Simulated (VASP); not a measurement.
Here is a VASP 6.6.1 calculation.

Contents of POSCAR:

```
Gd
1.0
    7.6080649400      0.0000000000      0.0000000000
    0.0000000000      3.8682493300      0.0000000000
    0.0000000000      0.0000000000     11.5570553400
Gd
2
Direct
    0.2500000000      0.5000000000      0.5000000000
    0.7500000000      0.5000000000      0.5000000000
```

Contents of INCAR.step1:

```
PREC = Accurate
ENCUT = 520
ISMEAR = -1
SIGMA = 0.1
LREAL = F
LASPH = T
NELM = 150
ISPIN = 2
MAGMOM = 7 -7
LMAXMIX = 6
NBANDS = 29
GGA = PE
ALGO = Normal
EDIFF = 1E-4
LWAVE = T
LCHARG = F
```

INCAR.step2

```
PREC = Accurate
ENCUT = 520
EDIFF = 1E-7
ISMEAR = -1
SIGMA = 0.1
LREAL = F
LASPH = T
NELM = 150
ALGO = Normal
ISIF = 2
LWAVE = F
LCHARG = T
ISPIN = 2
MAGMOM = 7 -7
LORBIT = 11
LMAXMIX = 6
METAGGA = R2SCAN
LMIXTAU = T
LELF = T
LVHAR = T
NBANDS = 29
ISTART = 1
```

KPOINTS

```
Automatic mesh
0
Gamma
  3 5 2
  0.5 0.5 0.5
```

Potentials or basis: VASP PAW PBE potentials, release 64 (Gd).

Run with:

```bash
$ cat potpaw_PBE.64/Gd/POTCAR > POTCAR
$ cp INCAR.step1 INCAR
$ mpirun -np 1 vasp_std > vasp.out
$ cp INCAR.step2 INCAR
$ mpirun -np 1 vasp_std > vasp.out
```

Q: Estimate the band gap on the k mesh.

A: Zero (filled and empty bands overlap).

Q: Estimate the site moments.

A: Gd +7.17, -7.17 μB.

Q: Predict the net moment.

A: 0.00 μB per cell.

Caveat: spin-orbit coupling is left out, which moves the levels of the heavy elements; semilocal functionals describe open f shells poorly, which spoils levels, moments and volumes. The state reached can hang on the start; a lower one may exist.
